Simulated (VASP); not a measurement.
Input of a VASP 6.6.1 run:

Contents of INCAR:

```
SYSTEM = Sb
  ALGO = Normal
  EDIFF = 1E-6
  ENCUT = 520
  GGA = PE
  ISIF = 2
  ISMEAR = 0
  LASPH = .True.
  LCHARG = .True.
  LELF = .True.
  LREAL = .False.
  LVHAR = .True.
  LWAVE = .False.
  NBANDS = 12
  NELM = 60
  PREC = Accurate
  SIGMA = 0.011
```

The input KPOINTS:

```
k-points
0
Gamma
  8 8 8
  0 0 0
```

File POSCAR:

```
Sb
1.0
    2.1542000000      1.2437279499      3.7580000000
   -2.1542000000      1.2437279499      3.7580000000
    0.0000000000     -2.4874558998      3.7580000000
Sb
2
Direct
    0.7665100000      0.7665100000      0.7665100000
    0.2334900000      0.2334900000      0.2334900000
```

Potentials or basis: VASP PAW PBE potentials, release 64 (Sb).

Command:

```console
$ cat potpaw_PBE.64/Sb/POTCAR > POTCAR
$ mpirun -np 1 vasp_std > vasp.out
```

Q: Estimate the largest force.

A: 0.185 eV/Å.

Q: What does it give for the pressure?

A: 2.8 GPa.

Q: Predict the band gap on the k mesh.

A: Zero (bands 5 and 6 overlap by 0.30 eV).

Stress tensor (GPa, compression positive):
```
3.03 0.00 0.00
0.00 3.03 0.00
0.00 0.00 2.28
```

Caveat: spin-orbit coupling is left out, which moves the levels of the heavy elements.
